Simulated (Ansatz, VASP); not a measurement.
# Two plane-wave programs on BaTiO3

```xyz
10
Lattice="-4.0193 0.0000 0.0000 0.0000 4.0193 4.0193 0.0000 4.0193 -4.0193" Properties=species:S:1:pos:R:3 pbc="T T T"
Ba   -1.9950    2.0019    2.0001
Ba   -2.0242    2.0174   -2.0001
Ti   -3.9756    0.0782   -0.0178
Ti   -4.0629    3.9411    0.0178
O    -1.9290    0.0748    0.0566
O    -2.0903    3.9445   -0.0566
O    -4.0064    6.0618   -0.0003
O    -4.0321    1.9767    0.0003
O     0.0530    4.0266    2.0575
O    -0.0530    4.0119   -2.0575
```

Alike in both runs: task single point; functional PBE; k mesh 6 × 4 × 4; occupations gaussian, width 0.05 eV; no spin polarisation.

|  | VASP | Ansatz |
| --- | --- | --- |
| version | VASP 6.6.1 | Ansatz 0.2.0 |
| potentials or method | VASP PAW PBE potentials, release 64 (Ba_sv, Ti_sv, O), cutoff 520 eV | scalar-relativistic, plane waves, PAW |
| valence electrons in the cell | 80 | 80 |

|  | VASP | Ansatz | Ansatz less VASP |
| --- | --- | --- | --- |
| gap on the k mesh at the Fermi level (eV) | 1.50 | 1.53 | +0.026 |
| least direct gap on the mesh (eV) | 1.50 | 1.53 | +0.026 |
| pressure (GPa) | 2.7 | 1.0 | -1.74 |
| traceless stress, the component that is largest in VASP (GPa) | 0.96 | 0.93 | -0.025 |
| rms of the force components (eV/Å) | 0.719 | 0.707 | -0.0114 |

Atom by atom the forces differ by 0.019 eV/Å (rms over components).

Spin-orbit coupling is off throughout.
